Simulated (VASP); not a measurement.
A run of VASP 6.6.1 is set up as follows.

Contents of INCAR:

```
SYSTEM = SrIn4O3
ALGO = Normal
EDIFF = 1E-6
ENCUT = 600
GGA = PE
GGA_COMPAT = .FALSE.
ISIF = 2
ISMEAR = 0
ISPIN = 2
LASPH = .TRUE.
LCHARG = .TRUE.
LELF = .TRUE.
LORBIT = 11
LREAL = .FALSE.
LVHAR = .TRUE.
LWAVE = .FALSE.
MAGMOM = 0 0 0 0 0 1 1 1
NBANDS = 54
NELM = 200
PREC = Accurate
SIGMA = 0.1
```

The input KPOINTS:

```
k-points
0
G
  4 4 4
  0 0 0
```

Contents of POSCAR:

```
SrIn4O3
1.0
   -3.5452012400      3.5452012400      3.5452012400
    3.5452012400     -3.5452012400      3.5452012400
    3.5452012400      3.5452012400     -3.5452012400
Sr In O
1 4 3
Direct
    0.0000000000      0.0000000000      0.0000000000
    0.5000000000      0.5000000000      0.5000000000
    0.0000000000      0.0000000000      0.5000000000
    0.0000000000      0.5000000000      0.0000000000
    0.5000000000      0.0000000000      0.0000000000
    0.0000000000      0.5000000000      0.5000000000
    0.5000000000      0.0000000000      0.5000000000
    0.5000000000      0.5000000000      0.0000000000
```

Potentials or basis: VASP PAW PBE potentials, release 64 (Sr_sv, In_d, O).

Launch:

```bash
$ cat potpaw_PBE.64/Sr_sv/POTCAR potpaw_PBE.64/In_d/POTCAR potpaw_PBE.64/O/POTCAR > POTCAR
$ mpirun -np 1 vasp_std > vasp.out
```

Question: Predict the net moment.

Answer: 0.00 μB per cell.

Question: What does it give for the pressure?

Answer: -3.4 GPa.

Question: Estimate the band gap on the k mesh.

Answer: Zero (filled and empty bands overlap).

Caveat: the cell stands under tension; spin-orbit coupling is left out, which moves the levels of the heavy elements.
